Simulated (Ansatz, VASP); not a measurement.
Two plane-wave programs on HfC

```
Hf C
1.0
     3.34287    0.00000    0.00000
    -1.67143    2.89501    0.00000
     0.00000    0.00000    5.20271
Hf C
2 2
Direct
  0.33333 0.66667 0.25000
  0.66667 0.33333 0.75000
  0.00000 0.00000 0.50000
  0.00000 0.00000 0.00000
```

Alike in both runs: functional r2SCAN; k mesh 9 × 9 × 5; occupations fermi-dirac, width 0.05 eV; no spin polarisation; Hubbard terms Hf d U = 2.0 eV.

|  | VASP | Ansatz |
| --- | --- | --- |
| version | VASP 6.6.1 | Ansatz 0.2.0 |
| potentials or method | VASP PAW PBE potentials, release 64 (Hf_pv, C) | Ansatz PAW |
| plane-wave cutoff (eV) | 520 | 500 |
| valence electrons in the cell | 28 | 60 |
| task | single point | band structure |

```tsv
	VASP	Ansatz	Ansatz less VASP
gap on the k mesh at the Fermi level (eV)	none	none	-
pressure (GPa)	3.3	0.1	-3.18
traceless stress, the component that is largest in VASP (GPa)	5.06	5.63	+0.575
```

VASP's potentials were made for PBE, not for r2SCAN. The programs project onto different local orbitals, so the same U acts differently, and such runs can settle in different states. A gap of «none» marks a metal or a gap that the smearing closes. VASP's potentials hold 28 valence electrons a cell and Ansatz's 60, so a difference there can come from the potentials and not from the codes.

Spin-orbit coupling is off throughout.
